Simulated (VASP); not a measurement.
# Cd2S5 (P1) in VASP: single point with PBE

Aim: the single point of Cd2S5 with PBE.

All numbers are computed with VASP 6.6.1; they aren't measurements. Logs are shortened: lines on timing, memory, paths and dates and some standing lists are left out, and cuts for length are marked.

### Step 1. The cell of the first run

The typed cell holds 7 atoms: a = 4.308 Å, b = 6.574 Å, c = 8.022 Å, α = 87.26°, β = 96.25°, γ = 90.58°.

### Step 2. Single point, PBE

INCAR

```
SYSTEM = Cd2S5
  ALGO = Normal
  EDIFF = 1E-6
  ENCUT = 520
  GGA = PE
  ISIF = 2
  ISMEAR = 0
  LASPH = .TRUE.
  LCHARG = .FALSE.
  LREAL = .FALSE.
  LWAVE = .FALSE.
  NBANDS = 36
  NELM = 100
  PREC = Accurate
  SIGMA = 0.2
```

KPOINTS

```
k-points
0
G
  4 3 3
  0 0 0
```

POSCAR

```
Cd2S5
1.0
    4.3012290092     -0.0199670384     -0.2444610803
   -0.0277161509      6.5724239171      0.1558209057
   -0.4190761377      0.1924374822      8.0085919317
Cd S
2 5
Direct
    0.0491433800     -0.1304201186      0.1455850111
    0.5650119819      0.3752247744      0.1971240925
    0.0773986573      0.2028419488      0.2769763346
   -0.0522974949      0.6343354588      0.7135279621
    0.2502528674      0.7155745832      0.5391688492
    0.5831144948      0.4856165758      0.5782420689
    0.5273761135      0.7168267777      0.0503756816
```

Potentials or basis: VASP PAW PBE potentials, release 64 (Cd, S).

Launch:

```bash
$ cat potpaw_PBE.64/Cd/POTCAR potpaw_PBE.64/S/POTCAR > POTCAR
$ mpirun -np 1 vasp_std > vasp.out
```

OUTCAR:

```text
SYSTEM = Cd2S5
   EDIFF = 1E-6
   ENCUT = 520
   GGA = PE
   ISIF = 2
   ISMEAR = 0
   LASPH = .TRUE.
   LREAL = .FALSE.
   NELM = 100
   PREC = Accurate

 ion  position               nearest neighbor table
   1  0.049  0.870  0.146-   3 2.47   7 2.51   7 2.51
   2  0.565  0.375  0.197-   7 2.48   3 2.50   3 2.51   6 3.17
   3  0.077  0.203  0.277-   1 2.47   2 2.50   2 2.51
   4  0.948  0.634  0.714-   5 2.06   6 2.07
   5  0.250  0.716  0.539-   4 2.06   6 2.08
   6  0.583  0.486  0.578-   4 2.07   5 2.08   2 3.17
   7  0.527  0.717  0.050-   2 2.48   1 2.51   1 2.51

  LATTYP: Found a triclinic cell.
 ALAT       =     8.0218577476
 B/A-ratio  =     0.5370597195
 C/A-ratio  =     0.8195519556
 COS(alpha) =     0.0101871636
 COS(beta)  =     0.0478646510
 COS(gamma) =     0.1089173795

  Lattice vectors:

 A1 = (   0.4190761377,  -0.1924374822,  -8.0085919317)
 A2 = (   4.3012290092,  -0.0199670384,  -0.2444610803)
 A3 = (   0.0277161509,  -6.5724239171,  -0.1558209057)

Analysis of symmetry for initial positions (statically):
=====================================================================
 Subroutine PRICEL returns:
 Original cell was already a primitive cell.

 Routine SETGRP: Setting up the symmetry group for a
 triclinic supercell.

 Subroutine GETGRP returns: Found  1 space group operations
 (whereof  1 operations were pure point group operations)
 out of a pool of  2 trial point group operations.

The static configuration has the point symmetry C_1 .

Analysis of symmetry for dynamics (positions and initial velocities):
=====================================================================
 Subroutine PRICEL returns:
 Original cell was already a primitive cell.

 Routine SETGRP: Setting up the symmetry group for a
 triclinic supercell.

 Subroutine GETGRP returns: Found  1 space group operations
 (whereof  1 operations were pure point group operations)
 out of a pool of  2 trial point group operations.

The dynamic configuration has the point symmetry C_1 .

 Subroutine INISYM returns: Found  1 space group operations
 (whereof  1 operations are pure point group operations),
 and found     1 'primitive' translations

----------------------------------------------------------------------------------------

                                     Primitive cell

  volume of cell :     225.5948

  direct lattice vectors                    reciprocal lattice vectors
     4.301229009 -0.019967038 -0.244461080     0.233187485  0.000694460  0.012185622
    -0.027716151  6.572423917  0.155820906     0.000500297  0.152239085 -0.003631955
    -0.419076138  0.192437482  8.008591932     0.007108279 -0.002940874  0.125308525

  length of vectors
     4.308216672  6.574329204  8.021857748     0.233506691  0.152283224  0.125544426

  position of ions in fractional coordinates (direct lattice)
     0.049143380  0.869579881  0.145585011
     0.565011982  0.375224774  0.197124092
     0.077398657  0.202841949  0.276976335
     0.947702505  0.634335459  0.713527962
     0.250252867  0.715574583  0.539168849
     0.583114495  0.485616576  0.578242069
     0.527376113  0.716826778  0.050375682

  ion indices of the primitive-cell ions
   primitive index   ion index
                 1           1
                 2           2
                 3           3
                 4           4
                 5           5
                 6           6
                 7           7

----------------------------------------------------------------------------------------

 KPOINTS: k-points

Automatic generation of k-mesh.
 Grid dimensions read from file:
 generate k-points for:    4    3    3

 Generating k-lattice:

  Cartesian coordinates                     Fractional coordinates (reciprocal lattice)
     0.058296871  0.000173615  0.003046405     0.250000000 -0.000000000  0.000000000
     0.000166766  0.050746362 -0.001210652     0.000000000  0.333333333  0.000000000
     0.002369426 -0.000980291  0.041769508     0.000000000 -0.000000000  0.333333333

  Length of vectors
     0.058376673  0.050761075  0.041848142

  Shift w.r.t. Gamma in fractional coordinates (k-lattice)
     0.000000000  0.000000000  0.000000000

 Subroutine IBZKPT returns following result:
 ===========================================

 Found     19 irreducible k-points:

 Following reciprocal coordinates:
            Coordinates               Weight
  0.000000  0.000000  0.000000      1.000000
  0.250000 -0.000000  0.000000      2.000000
  0.500000 -0.000000  0.000000      1.000000
 -0.000000  0.333333  0.000000      2.000000
  0.250000  0.333333  0.000000      2.000000
  0.500000  0.333333  0.000000      2.000000
[... 11 lines left out ...]
  0.500000 -0.333333  0.333333      2.000000
 -0.250000 -0.333333  0.333333      2.000000
   k-points           NKPTS =     19   k-points in BZ     NKDIM =     19   number of bands    NBANDS=     36
   number of dos      NEDOS =    301   number of ions     NIONS =      7
   total plane-waves  NPLWV =  96000
   dimension x,y,z NGX =    32 NGY =   50 NGZ =   60
   dimension x,y,z NGXF=    64 NGYF=  100 NGZF=  120
   ions per type =               2   5
   NGX,Y,Z   is equivalent  to a cutoff of  12.35, 12.64, 12.43 a.u.
   NGXF,Y,Z  is equivalent  to a cutoff of  24.70, 25.29, 24.87 a.u.
 SYSTEM =  Cd2S5
   PREC   = accura    normal or accurate (medium, high low for compatibility)
   ISTART =      0    job   : 0-new  1-cont  2-samecut
   ICHARG =      2    charge: 1-file 2-atom 10-const
   ISPIN  =      1    spin polarized calculation?
   LNONCOLLINEAR =      F non collinear calculations
   LSORBIT =      F    spin-orbit coupling
   LASPH  =      T    aspherical Exc in radial PAW
   ENCUT  =  520.0 eV  38.22 Ry    6.18 a.u.   8.01 12.22 14.92*2*pi/ulx,y,z
   NELM   =    100;   NELMIN=  2; NELMDL= -5     # of ELM steps
   EDIFF  = 0.1E-05   stopping-criterion for ELM
   LREAL  =      F    real-space projection
   EDIFFG = 0.1E-04   stopping-criterion for IOM
   NSW    =      0    number of steps for IOM
   IBRION =     -1    ionic relax: 0-MD 1-quasi-New 2-CG
   NFREE  =      0    steps in history (QN), initial steepest desc. (CG)
   ISIF   =      2    stress and relaxation
   ISYM   =      2    0-nonsym 1-usesym 2-fastsym
   POTIM  = 0.5000    time-step for ionic-motion
   TEBEG  =    0.0;   TEEND  =   0.0 temperature during run
   PSTRESS=    0.0 pullay stress
   NELECT =      54.0000    total number of electrons
   NUPDOWN=      -1.0000    fix difference up-down
   EMIN   =  10.00;   EMAX   =-10.00  energy-range for DOS
   EFERMI =   0.00;   METHOD = LEGACY
   ISMEAR =     0;   SIGMA  =   0.20  broadening in eV -4-tet -1-fermi 0-gaus
   EFERMI_NEDOS =   21; number of points for ismear=-14 and -15
   IALGO  =     38    algorithm
   IMIX   =      4    mixing-type and parameters
     AMIX     =   0.40;   BMIX     =  1.00
     AMIX_MAG =   1.60;   BMIX_MAG =  1.00
  volume/ion in A,a.u.               =      32.23       217.48
  Fermi-wavevector in a.u.,A,eV,Ry     =   1.016474  1.920858 14.057812  1.033220
  Thomas-Fermi vector in A             =   2.149820
   LORBIT       =      0    0 simple, 1 ext, 2 COOP (PROOUT), +10 PAW based schemes
   GGA     = PE    functional components
   LHFCALC =     F    Hartree Fock is set to
   AEXX    =    0.0000 exact exchange contribution
   IVDW    =     0    specifies the selected vdW correction
   LEPSILON=     F    determine dielectric tensor
   LRPA    =     F    only Hartree local field effects (RPA)
 non-spin polarized calculation
 Gauss-broadening in eV      SIGMA  =   0.20
  energy-cutoff  :      520.00
  volume of cell :      225.59
 maximum number of plane-waves:      6099
   NGX = 17   NGY = 25   NGZ = 29

 number of electron      53.9999991 magnetization

 Free energy of the ion-electron system (eV)
  ---------------------------------------------------
  ext. energy  EPLUGINS =         0.00000000
  ---------------------------------------------------
  free energy    TOTEN  =       -23.73053784 eV

  energy without entropy =      -23.73053784  energy(sigma->0) =      -23.73053784

 E-fermi :   0.7446     XC(G=0):  -7.4419

 val. band max:       -0.1305989813   @ k =   0.0000   0.0000   0.0000
 cond. band min:       2.1533420680   @ k =   0.0000   0.0000   0.3333
 fundamental gap:      2.2839410493
 Fermi energy:         0.7446405759

 k-point     1 :       0.0000    0.0000    0.0000
  band No.  band energies     occupation
      1     -16.4570      2.00000
      2     -11.6728      2.00000
      3     -11.5660      2.00000
      4     -11.4733      2.00000
      5     -11.2373      2.00000
      6      -7.6610      2.00000
[... 28 lines left out ...]
     35       6.3937      0.00000
     36       6.8489      0.00000

 k-point     2 :       0.2500   -0.0000    0.0000
  band No.  band energies     occupation
      1     -16.0802      2.00000
      2     -13.3464      2.00000
      3     -11.5500      2.00000
      4     -11.3156      2.00000
      5      -9.7981      2.00000
      6      -7.5871      2.00000
[... 28 lines left out ...]
     35       6.4144      0.00000
     36       6.9886      0.00000

 k-point     3 :       0.5000   -0.0000    0.0000
  band No.  band energies     occupation
      1     -15.0054      2.00000
      2     -14.9776      2.00000
      3     -11.3822      2.00000
      4     -11.3301      2.00000
      5      -8.9170      2.00000
      6      -7.4757      2.00000
[... 28 lines left out ...]
     35       6.7283      0.00000
     36       7.0958      0.00000
[... 547 lines left out ...]
 k-point    18 :       0.5000   -0.3333    0.3333
  band No.  band energies     occupation
      1     -15.0042      2.00000
      2     -14.9769      2.00000
      3     -11.3828      2.00000
      4     -11.3309      2.00000
      5      -8.9270      2.00000
      6      -7.4280      2.00000
[... 28 lines left out ...]
     35       6.5135      0.00000
     36       6.9031      0.00000

 k-point    19 :      -0.2500   -0.3333    0.3333
  band No.  band energies     occupation
      1     -16.0789      2.00000
      2     -13.3476      2.00000
      3     -11.4973      2.00000
      4     -11.3678      2.00000
      5      -9.7985      2.00000
      6      -7.5160      2.00000
[... 28 lines left out ...]
     35       6.4753      0.00000
     36       6.6584      0.00000

------------------------ aborting loop because EDIFF is reached ----------------------------------------

  FORCE on cell =-STRESS in cart. coord.  units (eV):
  Direction    XX          YY          ZZ          XY          YZ          ZX
  --------------------------------------------------------------------------------------
  -------------------------------------------------------------------------------------
  Total        0.0751482      0.4772664      0.5222447     -0.1090244      0.1845915     -0.1559332
  in kB        0.5337036      3.3895531      3.7089896     -0.7742928      1.3109713     -1.1074396
  external PRESSURE =       2.5440821 kB  Pullay stress =       0.0000000 kB

 VOLUME and BASIS-vectors are now :
 -----------------------------------------------------------------------------
  energy-cutoff  :      520.00
  volume of cell :      225.59
      direct lattice vectors                 reciprocal lattice vectors
     4.301229009 -0.019967038 -0.244461080     0.233187485  0.000694460  0.012185622
    -0.027716151  6.572423917  0.155820906     0.000500297  0.152239085 -0.003631955
    -0.419076138  0.192437482  8.008591932     0.007108279 -0.002940874  0.125308525

 POSITION                                       TOTAL-FORCE (eV/Angst)
 -----------------------------------------------------------------------------------
      0.12626      5.74228      1.28942        -0.013211     -0.002937      0.006576
      2.33724      2.49279      1.49903         0.011044      0.004808      0.007070
      0.21121      1.38492      2.23088         0.000671     -0.002581      0.034438
      3.75968      4.28751      5.58152         0.007942     -0.025662     -0.147044
      0.83061      4.80182      4.36831        -0.005583     -0.107673      0.089111
      2.25232      3.29131      4.56403        -0.011367      0.135968      0.049519
      2.22739      4.71045      0.38621         0.010504     -0.001923     -0.039671
 -----------------------------------------------------------------------------------
    total drift:                               -0.000020     -0.000069     -0.000411

  FREE ENERGIE OF THE ION-ELECTRON SYSTEM (eV)
  ---------------------------------------------------
  free  energy   TOTEN  =       -23.7305378419 eV

  energy  without entropy=      -23.7305378419  energy(sigma->0) =      -23.73053784
```

It took 3.1 min on 1 thread of Intel Xeon 8259CL, shared host; peak memory 0.36 GiB.

What came out:

```
Free energy            : -23.7305 eV
Pressure               : 0.3 GPa
Largest force          : 0.149 eV/Å
Band gap on the k mesh : 2.28 eV (least direct gap 2.29 eV)
```

Forces in eV/Å, atoms in the order of the input:
```
Cd  -0.013 -0.003  0.007
Cd   0.011  0.005  0.007
S    0.001 -0.003  0.034
S    0.008 -0.026 -0.147
S   -0.006 -0.108  0.089
S   -0.011  0.136  0.050
S    0.011 -0.002 -0.040
```

Stress tensor (GPa, compression positive):
```
 0.05 -0.08 -0.11
-0.08  0.34  0.13
-0.11  0.13  0.37
```

Caveat: an odd mesh through Γ misses points on the zone boundary, where band edges can lie.
